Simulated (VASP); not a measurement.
A run of VASP 6.6.1 is set up as follows.

The input INCAR:

```
SYSTEM = SnIr3
PREC = Accurate ; ENCUT = 520
EDIFF = 1E-6 ; ISMEAR = 0
SIGMA = 0.1 ; LREAL = .False.
LASPH = .True. ; NELM = 60
ALGO = Fast ; ISIF = 2
LWAVE = .False. ; LCHARG = .False.
GGA = PE ; NBANDS = 28
```

File KPOINTS:

```
Automatic mesh
0
Gamma
  6 6 6
  0 0 0
```

Contents of POSCAR:

```
SnIr3
1.0
    2.7870274600      1.6090910600      3.0774438700
   -2.7870274600      1.6090910600      3.0774438700
    0.0000000000     -3.2181821100      3.0774438700
Sn Ir
1 3
Direct
    0.0000000000      0.0000000000      0.0000000000
    0.0000000000      0.0000000000      0.5000000000
    0.5000000000      0.0000000000      0.0000000000
    0.0000000000      0.5000000000      0.0000000000
```

Potentials or basis: VASP PAW PBE potentials, release 64 (Sn_d, Ir).

The run is started by

```sh
$ cat potpaw_PBE.64/Sn_d/POTCAR potpaw_PBE.64/Ir/POTCAR > POTCAR
$ mpirun -np 1 vasp_std > vasp.out
```

Question: Predict the pressure.

Answer: 62.6 GPa.

Stress tensor (GPa, compression positive):
```
 43.81   0.00   0.00
  0.00  43.81   0.00
  0.00   0.00 100.03
```
